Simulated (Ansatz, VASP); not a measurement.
## TiAl3 in VASP and in Ansatz

```
CELL_PARAMETERS angstrom
-1.92258 1.92258 4.31114
1.92258 -1.92258 4.31114
1.92258 1.92258 -4.31114
ATOMIC_POSITIONS crystal
Ti 0.00302 0.98704 0.98402
Al 0.49443 0.47858 0.98415
Al 0.75010 0.27221 0.52211
Al 0.25010 0.77221 0.52211
```

Change from the starting cell: mode 4 frozen in at -0.048 Å and mode 5 at -0.085 Å (largest displacements).

Alike in both runs: task single point; functional PBE; k mesh 14 × 14 × 14; occupations gaussian, width 0.15 eV; no spin polarisation.

|  | VASP | Ansatz |
| --- | --- | --- |
| version | VASP 6.6.1 | Ansatz 0.2.0 |
| potentials or method | VASP PAW PBE potentials, release 64 (Ti_sv, Al), cutoff 520 eV | scalar-relativistic, plane waves, PAW |
| valence electrons in the cell | 21 | 21 |

```tsv
	VASP	Ansatz	Ansatz less VASP
gap on the k mesh at the Fermi level (eV)	none	none	-
pressure (GPa)	0.4	0.5	+0.04
traceless stress, the component that is largest in VASP (GPa)	-0.44	-0.44	+0.001
rms of the force components (eV/Å)	0.256	0.255	-0.0003
```

Atom by atom the forces differ by 0.000 eV/Å (rms over components). A gap of «none» marks a metal or a gap that the smearing closes. With one functional, cell and mesh, what is left measures potentials, basis and numerics.
